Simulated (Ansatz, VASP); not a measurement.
**AlPt: VASP beside Ansatz**

```xyz
2
Lattice="3.0661 0.0000 0.0000 0.0000 3.0661 0.0000 0.0000 0.0000 3.0661" Properties=species:S:1:pos:R:3 pbc="T T T"
Al    0.0000    0.0000    0.0000
Pt    1.5330    1.5330    1.5330
```

Alike in both runs: functional r2SCAN; k mesh 14 × 14 × 14; occupations gaussian, width 0.1 eV; no spin polarisation.

Ansatz relaxed the structure, and its values are those at the end. VASP's run is a single point on that final structure, the one shown.

```csv
,VASP,Ansatz
version,VASP 6.6.1,Ansatz 0.2.0
potentials or method,"VASP PAW PBE potentials, release 64 (Al, Pt), cutoff 520 eV","scalar-relativistic, plane waves, PAW"
valence electrons in the cell,13,21
```

Ansatz gave:

- gap on the k mesh at the Fermi level (eV): none
- pressure (GPa): 0.0

Which values does VASP return?

gap on the k mesh at the Fermi level (eV): none; pressure (GPa): -0.2.

VASP's potentials were made for PBE, not for r2SCAN. A gap of «none» marks a metal or a gap that the smearing closes. VASP's potentials hold 13 valence electrons a cell and Ansatz's 21, so a difference there can come from the potentials and not from the codes.

Neither program's run includes spin-orbit coupling.
